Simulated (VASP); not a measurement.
# Te (Im-3m) in VASP: density of states with LDA

Aim: the density of states of Te with LDA.

Program: VASP 6.6.1. These are calculated values, not measurements. Logs are shortened: lines on timing, memory, paths and dates and some standing lists are left out, and cuts for length are marked.

## Step 1: The cell of the first run

Symmetry: Im-3m, No. 229, cubic system. The conventional cell has a = 2.885 Å, b = 2.885 Å, c = 2.885 Å, α = 90.00°, β = 90.00°, γ = 90.00°. Within 3.3 Å of Te (site symmetry m-3m) lie 14 Te at 2.50 to 2.89 Å.

## Step 2: Density of states, LDA (volume scaled by 0.45)

Input file POSCAR:

```
Te
1.0
   -1.4425017966      1.4425017966      1.4425017966
    1.4425017966     -1.4425017966      1.4425017966
    1.4425017966      1.4425017966     -1.4425017966
Te
1
Direct
    0.0000000000      0.0000000000      0.0000000000
```

Input file INCAR.step1:

```
  PREC = Accurate
  ENCUT = 520
  EDIFF = 1E-7
  ISMEAR = -1
  SIGMA = 0.1
  LREAL = F
  LASPH = T
  NELM = 100
  ALGO = Normal
  ISIF = 2
  LWAVE = F
  LCHARG = T
  NBANDS = 9
```

Input file KPOINTS.step1:

```
regular mesh
0
Gamma
  15 15 15
```

Input file INCAR.step2:

```
  PREC = Accurate
  ENCUT = 520
  EDIFF = 1E-7
  ISMEAR = -5
  SIGMA = 0.1
  LREAL = F
  LASPH = T
  NELM = 100
  ALGO = Normal
  ISIF = 2
  LWAVE = F
  LCHARG = F
  LORBIT = 11
  NBANDS = 9
  NEDOS = 2001
  ICHARG = 11
```

Input file KPOINTS.step2:

```
regular mesh
0
Gamma
  23 23 23
```

Potentials or basis: VASP PAW LDA potentials, release 64 (Te).

Command:

```console
$ cat potpaw_LDA.64/Te/POTCAR > POTCAR
$ cp INCAR.step1 INCAR
$ cp KPOINTS.step1 KPOINTS
$ mpirun -np 1 vasp_std > vasp.out
$ cp INCAR.step2 INCAR
$ cp KPOINTS.step2 KPOINTS
$ mpirun -np 1 vasp_std > vasp.out
```

OUTCAR:

```text
PREC = Accurate
   ENCUT = 520
   EDIFF = 1E-7
   ISMEAR = -5
   LREAL = F
   LASPH = T
   NELM = 100
   ISIF = 2
   LORBIT = 11
   ICHARG = 11

 ion  position               nearest neighbor table
   1  0.000  0.000  0.000-

  LATTYP: Found a body centered cubic cell.
 ALAT       =     2.8850035932

  Lattice vectors:

 A1 = (  -1.4425017966,   1.4425017966,   1.4425017966)
 A2 = (   1.4425017966,  -1.4425017966,   1.4425017966)
 A3 = (   1.4425017966,   1.4425017966,  -1.4425017966)

Analysis of symmetry for initial positions (statically):
=====================================================================
 Subroutine PRICEL returns:
 Original cell was already a primitive cell.

 Routine SETGRP: Setting up the symmetry group for a
 body centered cubic supercell.

 Subroutine GETGRP returns: Found 48 space group operations
 (whereof 48 operations were pure point group operations)
 out of a pool of 48 trial point group operations.

The static configuration has the point symmetry O_h .

Analysis of symmetry for dynamics (positions and initial velocities):
=====================================================================
 Subroutine PRICEL returns:
 Original cell was already a primitive cell.

 Routine SETGRP: Setting up the symmetry group for a
 body centered cubic supercell.

 Subroutine GETGRP returns: Found 48 space group operations
 (whereof 48 operations were pure point group operations)
 out of a pool of 48 trial point group operations.

The dynamic configuration has the point symmetry O_h .

 Subroutine INISYM returns: Found 48 space group operations
 (whereof 48 operations are pure point group operations),
 and found     1 'primitive' translations

----------------------------------------------------------------------------------------

                                     Primitive cell

  volume of cell :      12.0063

  direct lattice vectors                    reciprocal lattice vectors
    -1.442501797  1.442501797  1.442501797     0.000000000  0.346620019  0.346620019
     1.442501797 -1.442501797  1.442501797     0.346620019  0.000000000  0.346620019
     1.442501797  1.442501797 -1.442501797     0.346620019  0.346620019  0.000000000

  length of vectors
     2.498486402  2.498486402  2.498486402     0.490194732  0.490194732  0.490194732

  position of ions in fractional coordinates (direct lattice)
     0.000000000  0.000000000  0.000000000

  ion indices of the primitive-cell ions
   primitive index   ion index
                 1           1

----------------------------------------------------------------------------------------

 KPOINTS: regular mesh

Automatic generation of k-mesh.
 Grid dimensions read from file:
 generate k-points for:   23   23   23

 Generating k-lattice:

  Cartesian coordinates                     Fractional coordinates (reciprocal lattice)
     0.000000000  0.015070436  0.015070436     0.043478261  0.000000000  0.000000000
     0.015070436  0.000000000  0.015070436     0.000000000  0.043478261  0.000000000
     0.015070436  0.015070436  0.000000000     0.000000000  0.000000000  0.043478261

  Length of vectors
     0.021312814  0.021312814  0.021312814

  Shift w.r.t. Gamma in fractional coordinates (k-lattice)
     0.000000000  0.000000000  0.000000000

 TETIRR: Found  14515 inequivalent tetrahedra from    73002

 Subroutine IBZKPT returns following result:
 ===========================================

 Found    364 irreducible k-points:

 Following reciprocal coordinates:
            Coordinates               Weight
  0.000000  0.000000  0.000000      1.000000
  0.043478  0.000000  0.000000     12.000000
  0.086957  0.000000  0.000000     12.000000
  0.130435  0.000000  0.000000     12.000000
  0.173913  0.000000  0.000000     12.000000
  0.217391  0.000000  0.000000     12.000000
[... 16 lines left out ...]
  0.478261  0.043478  0.000000     24.000000
  0.086957  0.086957  0.000000     24.000000
 [... further k-points ...]
   k-points           NKPTS =    364   k-points in BZ     NKDIM =    364   number of bands    NBANDS=      9
   number of dos      NEDOS =   2001   number of ions     NIONS =      1
   total plane-waves  NPLWV =   8000
   dimension x,y,z NGX =    20 NGY =   20 NGZ =   20
   dimension x,y,z NGXF=    40 NGYF=   40 NGZF=   40
   ions per type =               1
   NGX,Y,Z   is equivalent  to a cutoff of  13.31, 13.31, 13.31 a.u.
   NGXF,Y,Z  is equivalent  to a cutoff of  26.62, 26.62, 26.62 a.u.
 SYSTEM =  unknown system
   PREC   = accura    normal or accurate (medium, high low for compatibility)
   ISTART =      0    job   : 0-new  1-cont  2-samecut
   ICHARG =     11    charge: 1-file 2-atom 10-const
   ISPIN  =      1    spin polarized calculation?
   LNONCOLLINEAR =      F non collinear calculations
   LSORBIT =      F    spin-orbit coupling
   LASPH  =      T    aspherical Exc in radial PAW
   ENCUT  =  520.0 eV  38.22 Ry    6.18 a.u.   4.65  4.65  4.65*2*pi/ulx,y,z
   NELM   =    100;   NELMIN=  2; NELMDL=  0     # of ELM steps
   EDIFF  = 0.1E-06   stopping-criterion for ELM
   LREAL  =      F    real-space projection
   EDIFFG = 0.1E-05   stopping-criterion for IOM
   NSW    =      0    number of steps for IOM
   IBRION =     -1    ionic relax: 0-MD 1-quasi-New 2-CG
   NFREE  =      0    steps in history (QN), initial steepest desc. (CG)
   ISIF   =      2    stress and relaxation
   ISYM   =      2    0-nonsym 1-usesym 2-fastsym
   POTIM  = 0.5000    time-step for ionic-motion
   TEBEG  =    0.0;   TEEND  =   0.0 temperature during run
   PSTRESS=    0.0 pullay stress
   NELECT =       6.0000    total number of electrons
   NUPDOWN=      -1.0000    fix difference up-down
   EMIN   =  10.00;   EMAX   =-10.00  energy-range for DOS
   EFERMI =   0.00;   METHOD = LEGACY
   ISMEAR =    -5;   SIGMA  =   0.10  broadening in eV -4-tet -1-fermi 0-gaus
   EFERMI_NEDOS =   21; number of points for ismear=-14 and -15
   IALGO  =     38    algorithm
   IMIX   =      4    mixing-type and parameters
     AMIX     =   0.40;   BMIX     =  1.00
     AMIX_MAG =   1.60;   BMIX_MAG =  1.00
  volume/ion in A,a.u.               =      12.01        81.02
  Fermi-wavevector in a.u.,A,eV,Ry     =   1.299139  2.455016 22.963391  1.687762
  Thomas-Fermi vector in A             =   2.430422
   LORBIT       =     11    0 simple, 1 ext, 2 COOP (PROOUT), +10 PAW based schemes
   GGA     = CA    functional components
   LHFCALC =     F    Hartree Fock is set to
   AEXX    =    0.0000 exact exchange contribution
   IVDW    =     0    specifies the selected vdW correction
   LEPSILON=     F    determine dielectric tensor
   LRPA    =     F    only Hartree local field effects (RPA)
 non-spin polarized calculation
 Fermi weights with tetrahedron method with Bloechl corrections
  energy-cutoff  :      520.00
  volume of cell :       12.01
 maximum number of plane-waves:       336

 number of electron       5.9999999 magnetization

 Free energy of the ion-electron system (eV)
  ---------------------------------------------------
  ext. energy  EPLUGINS =         0.00000000
  ---------------------------------------------------
  free energy    TOTEN  =         3.88426618 eV

  energy without entropy =        3.88426618  energy(sigma->0) =        3.88426618

 E-fermi :  25.9447     XC(G=0): -14.3399

 val. band max:       26.1072976023   @ k =  -0.3043   0.3043   0.1304
 cond. band min:      25.8268320139   @ k =   0.1739   0.1304  -0.0000
 fundamental gap:     -0.2804655885
 Fermi energy:        25.9447481926

 k-point     1 :       0.0000    0.0000    0.0000
  band No.  band energies     occupation
      1       0.6268      2.00000
      2      35.1067      0.00000
      3      35.1067      0.00000
      4      35.1067      0.00000
      5      36.9246      0.00000
      6      36.9246      0.00000
      7      36.9246      0.00000
      8      38.4166      0.00000
      9      38.4166      0.00000

 k-point     2 :       0.0435    0.0000    0.0000
  band No.  band energies     occupation
      1       0.7028      2.00000
      2      34.3770      0.00000
      3      34.9257      0.00000
      4      34.9944      0.00000
      5      36.0732      0.00000
      6      36.1355      0.00000
      7      36.6194      0.00000
      8      38.7148      0.00000
      9      39.1306      0.00000

 k-point     3 :       0.0870    0.0000    0.0000
  band No.  band energies     occupation
      1       0.9314      2.00000
      2      32.3950      0.00000
      3      34.4347      0.00000
      4      34.5123      0.00000
      5      34.7549      0.00000
      6      35.5928      0.00000
      7      36.4084      0.00000
      8      39.4800      0.00000
      9      39.6059      0.00000

 k-point     4 :       0.1304    0.0000    0.0000
  band No.  band energies     occupation
      1       1.3132      2.00000
      2      30.0245      0.00000
      3      33.4060      0.00000
      4      33.4706      0.00000
      5      34.0383      0.00000
      6      35.2021      0.00000
      7      36.6728      0.00000
      8      39.9849      0.00000
      9      40.5387      0.00000
[... 205 lines left out ...]
 k-point    22 :       0.4348    0.0435    0.0000
  band No.  band energies     occupation
      1       9.2193      2.00000
      2      12.7861      2.00000
      3      26.2116      0.59256
      4      27.8538      0.00000
      5      32.4531      0.00000
      6      34.4379      0.00000
      7      41.7005      0.00000
      8      44.2855      0.00000
      9      46.2545      0.00000

 k-point    23 :       0.4783    0.0435    0.0000
  band No.  band energies     occupation
      1      10.8478      2.00000
      2      11.0115      2.00000
      3      26.1066      0.79234
      4      27.7734      0.00000
      5      32.4227      0.00000
      6      34.4262      0.00000
      7      41.8581      0.00000
      8      44.8116      0.00000
      9      45.8130      0.00000

 k-point    24 :       0.0870    0.0870    0.0000
  band No.  band energies     occupation
      1       1.5427      2.00000
      2      30.1701      0.00000
      3      30.1809      0.00000
      4      32.7390      0.00000
      5      34.9398      0.00000
      6      36.1332      0.00000
      7      36.9483      0.00000
      8      39.6428      0.00000
      9      40.8323      0.00000

 [... further k-points ...]
[... 5 lines left out ...]
  --------------------------------------------------------------------------------------
  -------------------------------------------------------------------------------------
  Total       25.5616116     25.5616116     25.5616116      0.0000000     -0.0000000     -0.0000000
  in kB     3411.0629531   3411.0629531   3411.0629531      0.0000000     -0.0000000     -0.0000000
  external PRESSURE =    3411.0629531 kB  Pullay stress =       0.0000000 kB

 VOLUME and BASIS-vectors are now :
 -----------------------------------------------------------------------------
  energy-cutoff  :      520.00
  volume of cell :       12.01
      direct lattice vectors                 reciprocal lattice vectors
    -1.442501797  1.442501797  1.442501797     0.000000000  0.346620019  0.346620019
     1.442501797 -1.442501797  1.442501797     0.346620019  0.000000000  0.346620019
     1.442501797  1.442501797 -1.442501797     0.346620019  0.346620019  0.000000000

 POSITION                                       TOTAL-FORCE (eV/Angst)
 -----------------------------------------------------------------------------------
      0.00000      0.00000      0.00000         0.000000      0.000000      0.000000
 -----------------------------------------------------------------------------------
    total drift:                                0.000000      0.000000     -0.000000

  FREE ENERGIE OF THE ION-ELECTRON SYSTEM (eV)
  ---------------------------------------------------
  free  energy   TOTEN  =         3.8842661834 eV

  energy  without entropy=        3.8842661834  energy(sigma->0) =        3.88426618

 total charge

# of ion       s       p       d       tot
------------------------------------------
    1        1.499   2.345   0.514   4.357
```

Run time: 32 s. Hardware: 1 thread of Intel Xeon 6975P-C, shared host; peak memory 0.16 GiB.

What came out:

- Valence electrons inside the program's atomic spheres: Te 4.36

Caveat: spin-orbit coupling is left out, which moves the levels of the heavy elements; tetrahedron occupations give inexact forces and stress in metals.
